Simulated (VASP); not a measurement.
Input of a VASP 6.6.1 run:

The input INCAR:

```
  ALGO = Normal
  EDIFF = 1E-7
  ENCUT = 520
  GGA = PE
  ISIF = 2
  ISMEAR = 0
  LASPH = True
  LCHARG = True
  LELF = True
  LREAL = False
  LVHAR = True
  LWAVE = False
  NBANDS = 34
  NELM = 60
  PREC = Accurate
  SIGMA = 0.1
```

Contents of KPOINTS:

```
k-points
0
Gamma
  6 6 4
```

POSCAR

```
HfBi2O2
1.0
    3.7219639369      0.0000000000      0.0000000000
   -1.8609819684      3.2233153213      0.0000000000
    0.0000000000      0.0000000000      9.6577819605
Hf Bi O
1 2 2
Direct
    0.0000000000      0.0000000000      0.0000000000
    0.0000000000      0.0000000000      0.6581521952
    0.0000000000      0.0000000000      0.3418478048
    0.3333333333      0.6666666667      0.0000000000
    0.6666666667      0.3333333333      0.0000000000
```

Potentials or basis: VASP PAW PBE potentials, release 64 (Hf_pv, Bi_d, O).

Run with:

```console
$ cat potpaw_PBE.64/Hf_pv/POTCAR potpaw_PBE.64/Bi_d/POTCAR potpaw_PBE.64/O/POTCAR > POTCAR
$ mpirun -np 1 vasp_std > vasp.out
```

**Question.** Estimate the band gap on the k mesh.

**Answer.** Zero (band 26 reaches 7.35 eV, above the bottom of band 27 at 3.49 eV).

**Question.** Predict the largest force.

**Answer.** 0.016 eV/Å.

**Question.** Predict the pressure.

**Answer.** -0.7 GPa.

Forces on the atoms (eV/Å):
```
Hf   0.000  0.000  0.000
Bi   0.000  0.000  0.016
Bi   0.000  0.000 -0.016
O    0.000  0.000  0.000
O    0.000  0.000  0.000
```

Caveat: spin-orbit coupling is left out, which moves the levels of the heavy elements.
